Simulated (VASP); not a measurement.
# MnO2 in VASP: further runs, part 2 of 2

VASP 6.6.1. The steps go on from the part before.

## Step 3: Single point, r2SCAN, collinear spin, ferromagnetic start

Contents of POSCAR:

```
MnO2
1.0
    2.8565781800      0.0000000000      0.0000000000
   -1.4282890900      2.4738692700      0.0000000000
    0.0000000000      0.0000000000      4.6013740600
Mn O
1 2
Direct
   -0.0350069187      0.0000000000      0.5000000000
    0.6666666667      0.3333333333      0.2937074300
    0.3333333333      0.6666666667      0.7062925700
```

Contents of INCAR.step1:

```
SYSTEM = MnO2
ALGO = Normal ; EDIFF = 1E-4
ENCUT = 520 ; GGA = PE
ISMEAR = 1 ; ISPIN = 2
LASPH = .True. ; LCHARG = .False.
LMAXMIX = 4 ; LREAL = .False.
LWAVE = .True. ; MAGMOM = 5.2 0 0
NBANDS = 24 ; NELM = 150
PREC = Accurate ; SIGMA = 0.05
```

Contents of INCAR.step2:

```
SYSTEM = MnO2
ALGO = Normal ; EDIFF = 1E-6
ENCUT = 520 ; ISIF = 2
ISMEAR = 1 ; ISPIN = 2
ISTART = 1 ; LASPH = .True.
LCHARG = .False. ; LMAXMIX = 4
LMIXTAU = .True. ; LORBIT = 11
LREAL = .False. ; LWAVE = .False.
MAGMOM = 5.2 0 0 ; METAGGA = R2SCAN
NBANDS = 24 ; NELM = 150
PREC = Accurate ; SIGMA = 0.05
```

Contents of KPOINTS:

```
k-points
0
Gamma
  9 9 5
  0 0 0
```

Potentials or basis: VASP PAW PBE potentials, release 64 (Mn_pv, O).

On the command line:

```sh
> cat potpaw_PBE.64/Mn_pv/POTCAR potpaw_PBE.64/O/POTCAR > POTCAR
> cp INCAR.step1 INCAR
> mpirun -np 1 vasp_std > vasp.out
> cp INCAR.step2 INCAR
> mpirun -np 1 vasp_std > vasp.out
```

OUTCAR:

```text
SYSTEM = MnO2
   EDIFF = 1E-6
   ENCUT = 520
   ISIF = 2
   ISMEAR = 1
   ISPIN = 2
   ISTART = 1
   LASPH = .True.
   LORBIT = 11
   LREAL = .False.
   METAGGA = R2SCAN
   NELM = 150
   PREC = Accurate

 ion  position               nearest neighbor table
   1  0.965  0.000  0.500-   2 1.83   3 1.83   3 1.91   2 1.91   3 1.98   2 1.98
   2  0.667  0.333  0.294-   1 1.83   1 1.91   1 1.98
   3  0.333  0.667  0.706-   1 1.83   1 1.91   1 1.98

  LATTYP: Found a hexagonal cell.
 ALAT       =     2.8565781800
 C/A-ratio  =     1.6107992745

  Lattice vectors:

 A1 = (   2.8565781800,   0.0000000000,   0.0000000000)
 A2 = (  -1.4282890900,   2.4738692700,   0.0000000000)
 A3 = (   0.0000000000,   0.0000000000,   4.6013740600)

Analysis of symmetry for initial positions (statically):
=====================================================================
[... 856 lines left out ...]
      5     -15.4025      1.00000
      6      -2.6350      1.00000
[... 637 lines left out ...]
     23      23.0940      0.00000
     24      27.7012      0.00000

 [... further k-points ...]

------------------------ aborting loop because EDIFF is reached ----------------------------------------

  FORCE on cell =-STRESS in cart. coord.  units (eV):
  Direction    XX          YY          ZZ          XY          YZ          ZX
  --------------------------------------------------------------------------------------
  -------------------------------------------------------------------------------------
  Total        0.5486605      0.2511741      0.3063245      0.0000000     -0.2318404      0.0000000
  in kB       27.0335989     12.3758477     15.0932196      0.0000000    -11.4232377      0.0000000
  external PRESSURE =      18.1675554 kB  Pullay stress =       0.0000000 kB

 VOLUME and BASIS-vectors are now :
 -----------------------------------------------------------------------------
  energy-cutoff  :      520.00
  volume of cell :       32.52
      direct lattice vectors                 reciprocal lattice vectors
     2.856578180  0.000000000  0.000000000     0.350069187  0.202112539  0.000000000
    -1.428289090  2.473869270  0.000000000     0.000000000  0.404225079  0.000000000
     0.000000000  0.000000000  4.601374060     0.000000000  0.000000000  0.217326387

 POSITION                                       TOTAL-FORCE (eV/Angst)
 -----------------------------------------------------------------------------------
      2.75658      0.00000      2.30069         1.600814      0.000000      0.000000
      1.42829      0.82462      1.35146        -0.800407      0.122307     -0.148820
     -0.00000      1.64925      3.24992        -0.800407     -0.122307      0.148820
 -----------------------------------------------------------------------------------
    total drift:                                0.026962     -0.000013      0.000005

  FREE ENERGIE OF THE ION-ELECTRON SYSTEM (eV)
  ---------------------------------------------------
  free  energy   TOTEN  =       -32.4545884998 eV

  energy  without entropy=      -32.4546372123  energy(sigma->0) =      -32.45460474

 total charge

# of ion       s       p       d       tot
------------------------------------------
    1        0.387   6.469   4.882  11.738
    2        1.587   3.449   0.000   5.036
    3        1.587   3.449   0.000   5.036
--------------------------------------------------
tot          3.561  13.367   4.882  21.810

 magnetization (x)

# of ion       s       p       d       tot
------------------------------------------
    1        0.029   0.038   2.846   2.913
    2        0.004   0.010   0.000   0.015
    3        0.004   0.010   0.000   0.015
--------------------------------------------------
tot          0.037   0.059   2.846   2.942
```

It took 21 min on 1 thread of AMD EPYC, shared host; peak memory 0.24 GiB.

Results:

- Free energy: -32.4546 eV
- Pressure: 1.8 GPa
- Largest force: 1.601 eV/Å
- Band gap on the k mesh: 1.84 eV (least direct gap 1.85 eV)
- Net moment: 3.00 μB per cell
- Site moments: Mn +2.91; O +0.01 μB
- Valence electrons inside the program's atomic spheres: Mn 11.74; O 5.04

Forces on the atoms (eV/Å):
```
Mn   1.601  0.000  0.000
O   -0.800  0.122 -0.149
O   -0.800 -0.122  0.149
```

Caveat: the PAW data sets were made with another functional, which shifts forces and pressure a little; an odd mesh through Γ misses points on the zone boundary, where band edges can lie; a cell with one magnetic atom can't hold antiferromagnetic order, which such compounds often take.
